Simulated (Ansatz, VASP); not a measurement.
## One calculation of AlCo, two programs

Contents of INCAR:

```
PREC = Accurate ; ENCUT = 520
EDIFF = 1E-7 ; ISMEAR = 0
SIGMA = 0.15 ; LREAL = F
LASPH = T ; NELM = 80
ALGO = Fast ; ISIF = 2
LWAVE = F ; LCHARG = F
GGA = PS ; NBANDS = 13
```

Contents of KPOINTS:

```
Automatic mesh
0
Gamma
  22 22 22
```

Contents of POSCAR:

```
AlCo
1.0
    2.9707712763      0.0000000000      0.0000000000
    0.0000000000      2.9707712763      0.0000000000
    0.0000000000      0.0000000000      2.8225855357
Al Co
1 1
Direct
    0.0000000000      0.0000000000      0.0000000000
    0.5000000000      0.5000000000      0.5000000000
```

Input for Ansatz:

```yaml
crystal:
  lattice:
    - [2.9707712763, 0.0, 0.0]
    - [0.0, 2.9707712763, 0.0]
    - [0.0, 0.0, 2.8225855357]
  atoms:
    - { symbol: Al, position: [0.0, 0.0, 0.0] }
    - { symbol: Co, position: [0.5, 0.5, 0.5] }
basis:
  ecutwfc: 420
kpoints:
  mp_grid: { grid: [22, 22, 22] }
hamiltonian:
  xc: pbesol
scf:
  occupations: { method: gaussian, width: 0.15 }
output:
  forces: true
  stress: true
  eigenvalues: true
```

Change from the starting cell: strain +0.0525 x Voigt [1, 1, 0, 0, 0, 0], atoms carried along.

Alike in both runs: task single point; functional PBEsol; k mesh 22 × 22 × 22; occupations gaussian, width 0.15 eV; no spin polarisation.

|  | VASP | Ansatz |
| --- | --- | --- |
| version | VASP 6.6.1 | Ansatz 0.2.0 |
| potentials or method | VASP PAW PBE potentials, release 64 (Al, Co), cutoff 520 eV | scalar-relativistic, plane waves, PAW |
| valence electrons in the cell | 12 | 20 |

|  | VASP | Ansatz | Ansatz less VASP |
| --- | --- | --- | --- |
| gap on the k mesh at the Fermi level (eV) | none | none | - |
| pressure (GPa) | -15.5 | -15.6 | -0.09 |
| traceless stress, the component that is largest in VASP (GPa) | 5.22 | 5.20 | -0.013 |

VASP's potentials were made for PBE, not for PBEsol. A gap of «none» marks a metal or a gap that the smearing closes. VASP's potentials hold 12 valence electrons a cell and Ansatz's 20, so a difference there can come from the potentials and not from the codes.
